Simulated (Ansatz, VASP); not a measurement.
PbSe in VASP and in Ansatz

Contents of INCAR:

```
SYSTEM = PbSe
  PREC = Accurate
  ENCUT = 520
  EDIFF = 1E-6
  ISMEAR = 0
  SIGMA = 0.028999999999999998
  LREAL = .FALSE.
  LASPH = .TRUE.
  NELM = 60
  ALGO = Normal
  ISIF = 2
  LWAVE = .FALSE.
  LCHARG = .FALSE.
  GGA = PE
  NBANDS = 17
```

KPOINTS

```
regular mesh
0
G
  8 8 8
  0 0 0
```

POSCAR

```
PbSe
1.0
    0.0000000000      3.0606500000      3.0606500000
    3.0606500000      0.0000000000      3.0606500000
    3.0606500000      3.0606500000      0.0000000000
Pb Se
1 1
Direct
    0.0000000000      0.0000000000      0.0000000000
    0.5000000000      0.5000000000      0.5000000000
```

Contents of input.yaml:

```yaml
crystal:
  lattice:
    - [0.0, 3.06065, 3.06065]
    - [3.06065, 0.0, 3.06065]
    - [3.06065, 3.06065, 0.0]
  atoms:
    - { symbol: Pb, position: [0.0, 0.0, 0.0] }
    - { symbol: Se, position: [0.5, 0.5, 0.5] }
kpoints:
  mp_grid: { grid: [8, 8, 8] }
scf:
  occupations: { method: gaussian, width: 0.029 }
hamiltonian:
  xc: pbe
  pseudopotentials: { kind: all_electron, lapw: { basis_error: 0.001 } }
output:
  forces: true
  stress: true
  eigenvalues: true
```

Alike in both runs: task single point; functional PBE; k mesh 8 × 8 × 8; occupations gaussian, width 0.029 eV; no spin polarisation.

|  | VASP | Ansatz |
| --- | --- | --- |
| version | VASP 6.6.1 | Ansatz 0.2.0 |
| potentials or method | VASP PAW PBE potentials, release 64 (Pb_d, Se), cutoff 520 eV | all-electron LAPW, scalar-relativistic |

```tsv
	VASP	Ansatz	Ansatz less VASP
gap on the k mesh at the Fermi level (eV)	0.29	0.28	-0.007
least direct gap on the mesh (eV)	0.29	0.28	-0.007
pressure (GPa)	2.4	2.4	+0.03
```

Ansatz ran all-electron here, and VASP with PAW potentials.

Spin-orbit coupling is off throughout.
